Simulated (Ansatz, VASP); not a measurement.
## V: VASP beside Ansatz

```
V
1.0
    -1.49918    1.49918    1.49918
     1.49918   -1.49918    1.49918
     1.49918    1.49918   -1.49918
V
1
Direct
  0.00000 0.00000 0.00000
```

Alike in both runs: task single point; functional PBE; k mesh 15 × 15 × 15; no spin polarisation.

|  | VASP | Ansatz |
| --- | --- | --- |
| version | VASP 6.6.1 | Ansatz 0.2.0 |
| potentials or method | VASP PAW PBE potentials, release 64 (V_sv), cutoff 520 eV | plane waves (420 eV) with PAW, scalar-relativistic |
| occupations | methfessel-paxton of order 1, width 0.6 eV | cold, width 0.6 eV |
| valence electrons in the cell | 13 | 13 |

```csv
,VASP,Ansatz,Ansatz less VASP
pressure (GPa),0.0,-0.8,-0.80
```
